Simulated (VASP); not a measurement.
W3C: single point with LDA

System: W3C, a slab with vacuum.

```
CELL_PARAMETERS angstrom
2.80931 0.00000 0.00000
0.00000 2.80931 0.00000
0.00000 0.00000 19.35726
ATOMIC_POSITIONS crystal
W 0.50000 0.50000 0.20664
W 0.00000 0.00000 0.30627
W 0.50000 0.50000 0.40591
C 0.00000 0.00000 0.42756
```

| Quantity | Value |
| --- | --- |
| Program | VASP 6.6.1 |
| Task | single point |
| Functional | LDA |
| Potentials or basis | VASP PAW LDA potentials, release 64 (W_sv, C) |
| Cutoff | 520 eV |
| k mesh | 9 × 9 × 1 |
| Occupations | gaussian, width 0.1 eV |
| Spin | no spin polarisation |
| Dipole correction | yes |
| Further INCAR settings | ALGO = Normal; EDIFF = 1e-06; NBANDS = 31 |

```yaml
Largest_force: 0.306 eV/Å
Band_gap_on_the_k_mesh: zero (bands 23 and 24 overlap by 1.25 eV)
```

Forces in eV/Å, atoms in the order of the input:
```
W    0.000  0.000 -0.306
W    0.000  0.000  0.021
W    0.000  0.000  0.223
C    0.000  0.000  0.062
```

Levels at points of the mesh, in eV from the Fermi level:
| k point | band 21 | band 22 | band 23 | band 24 | band 25 | band 26 |
| --- | --- | --- | --- | --- | --- | --- |
| (0.00, 0.00, 0.00) | -1.14 | -1.01 | -0.32 | -0.32 | 0.65 | 1.60 |

Wall time 58 s on 1 thread of Intel(R) Xeon(R) 6975P-C (Granite Rapids), on a shared host, peak memory 0.25 GiB.

Caveat: spin-orbit coupling is left out, which moves the levels of the heavy elements.
